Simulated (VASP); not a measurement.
Input of a VASP 6.6.1 run:

File INCAR:

```
SYSTEM = NdGaO2
ALGO = Normal
EDIFF = 1E-6
ENCUT = 600
GGA = PE
GGA_COMPAT = .FALSE.
ISIF = 2
ISMEAR = 0
LASPH = .TRUE.
LCHARG = .TRUE.
LELF = .TRUE.
LMAXMIX = 6
LREAL = .FALSE.
LVHAR = .TRUE.
LWAVE = .FALSE.
NBANDS = 26
NELM = 200
PREC = Accurate
SIGMA = 0.1
```

File KPOINTS:

```
k-points
0
G
  6 6 4
  0 0 0
```

File POSCAR:

```
NdGaO2
1.0
    3.8150332650     -0.0000000029      0.0000000000
   -1.9075166300      3.3039157252      0.0000000000
    0.0000000000      0.0000000000      5.7132745913
Nd Ga O
1 1 2
Direct
    0.0000000000      0.0000000000      0.5000000000
    0.0000000000      0.0000000000      0.0000000000
    0.3333333333      0.6666666667      0.0000000000
    0.6666666667      0.3333333333      0.0000000000
```

Potentials or basis: VASP PAW PBE potentials, release 64 (Nd_3, Ga_d, O), 4f in core.

Run with:

```sh
$ cat potpaw_PBE.64/Nd_3/POTCAR potpaw_PBE.64/Ga_d/POTCAR potpaw_PBE.64/O/POTCAR > POTCAR
$ mpirun -np 1 vasp_std > vasp.out
```

Question: What does it give for the band gap on the k mesh?

Answer: Zero (bands 18 and 19 overlap by 1.47 eV).

Question: Predict the pressure.

Answer: 0.2 GPa.

Stress tensor (GPa, compression positive):
```
0.28 0.00 0.00
0.00 0.28 0.00
0.00 0.00 0.15
```

Caveat: spin-orbit coupling is left out, which moves the levels of the heavy elements; the 4f electrons are frozen in the core, so they carry no moment and show no levels; the run has no spin polarisation, though such a crystal can be magnetic. With open d or f shells a metallic result of PBE can be an artefact of self-interaction; +U or a hybrid may open a gap.
